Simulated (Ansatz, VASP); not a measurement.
## Two plane-wave programs on Li

POSCAR

```
Li
1.0
    2.9464692431      0.0000000000      0.0000000000
   -1.4732346216      2.5517172160      0.0000000000
    0.0000000000      0.0000000000      2.7531071990
Li
1
Direct
    0.0000000000      0.0000000000      0.0000000000
```

The input INCAR.step1:

```
PREC = Accurate
ENCUT = 600
ISMEAR = 0
SIGMA = 0.1
LREAL = False
LASPH = True
NELM = 100
GGA = PE
ALGO = Normal
EDIFF = 1E-4
LWAVE = True
LCHARG = False
```

The input INCAR.step2:

```
PREC = Accurate
ENCUT = 600
EDIFF = 1E-6
ISMEAR = 0
SIGMA = 0.1
LREAL = False
LASPH = True
NELM = 100
ALGO = Normal
ISIF = 3
LWAVE = False
LCHARG = False
METAGGA = R2SCAN
LMIXTAU = True
IBRION = 2
NSW = 100
EDIFFG = -0.01
ISTART = 1
```

File KPOINTS:

```
Automatic mesh
0
Gamma
  21 21 20
```

Input for Ansatz:

```yaml
crystal:
  lattice:
    - [2.9464692431, 0.0, 0.0]
    - [-1.4732346216, 2.551717216, 0.0]
    - [0.0, 0.0, 2.753107199]
  atoms:
    - { symbol: Li, position: [0.0, 0.0, 0.0] }
basis:
  ecutwfc: 500
kpoints:
  mp_grid: { grid: [21, 21, 20] }
hamiltonian:
  xc: r2scan
scf:
  occupations: { method: gaussian, width: 0.1 }
output:
  forces: true
  stress: true
  eigenvalues: true
relax:
  adjacent_minimum: "off"
  f_tol: 0.01
  max_steps: 80
  cell: { stress_tol: 0.05 }
```

Alike in both runs: task relaxation of cell and atoms; functional r2SCAN; k mesh 21 × 21 × 20; occupations gaussian, width 0.1 eV; no spin polarisation.

```csv
,VASP,Ansatz
version,VASP 6.6.1,Ansatz 0.2.0
potentials or method,"VASP PAW PBE potentials, release 64 (Li_sv), cutoff 600 eV","scalar-relativistic, plane waves, PAW"
valence electrons in the cell,3,3
```

VASP gave:

| Property | Result |
| --- | --- |
| gap on the k mesh at the Fermi level, each at its own relaxed structure (eV) | none |
| relaxed volume (Å³/atom) | 20.48 |
| relaxed length of the cell vector where the two differ most in proportion (Å) | 2.946 |

**Question.** What did Ansatz give for the same quantities?

**Answer.** gap on the k mesh at the Fermi level, each at its own relaxed structure (eV): none; relaxed volume (Å³/atom): 21.00; relaxed length of the cell vector where the two differ most in proportion (Å): 2.971.

VASP's potentials were made for PBE, not for r2SCAN. A gap of «none» marks a metal or a gap that the smearing closes.

Noted on VASP's run: the cutoff is under 1.25 times that of the potentials, so the pressure is a little rough.
